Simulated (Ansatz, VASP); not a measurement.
## One calculation of Os, two programs

```
CELL_PARAMETERS angstrom
2.73410 0.00000 0.00000
-1.36705 2.34412 0.00000
0.00000 0.00000 4.31970
ATOMIC_POSITIONS crystal
Os 0.33333 0.66667 0.25000
Os 0.66667 0.33333 0.75000
```

Change from the starting cell: strain -0.0100 x Voigt [0, 1, 0, 0, 0, 0], atoms carried along.

Alike in both runs: task single point; functional PBE; k mesh 18 × 18 × 12; occupations gaussian, width 0.15 eV; no spin polarisation.

|  | VASP | Ansatz |
| --- | --- | --- |
| version | VASP 6.6.1 | Ansatz 0.2.0 |
| potentials or method | VASP PAW PBE potentials, release 64 (Os), cutoff 520 eV | scalar-relativistic, plane waves, PAW |
| valence electrons in the cell | 16 | 32 |

VASP gave:

| Quantity | Value |
| --- | --- |
| gap on the k mesh at the Fermi level (eV) | none |
| pressure (GPa) | 13.2 |
| traceless stress, the component that is largest in VASP (GPa) | 3.80 |
| rms of the force components (eV/Å) | 0.017 |

Estimate Ansatz's values.

gap on the k mesh at the Fermi level (eV): none; pressure (GPa): 13.2; traceless stress, the component that is largest in VASP (GPa): 3.78; rms of the force components (eV/Å): 0.018.

Atom by atom the forces differ by 0.001 eV/Å (rms over components). A gap of «none» marks a metal or a gap that the smearing closes. The functional is the same, so the differences come from potentials, cutoffs and numerics. VASP's potentials hold 16 valence electrons a cell and Ansatz's 32, so a difference there can come from the potentials and not from the codes.

Neither program's run includes spin-orbit coupling.
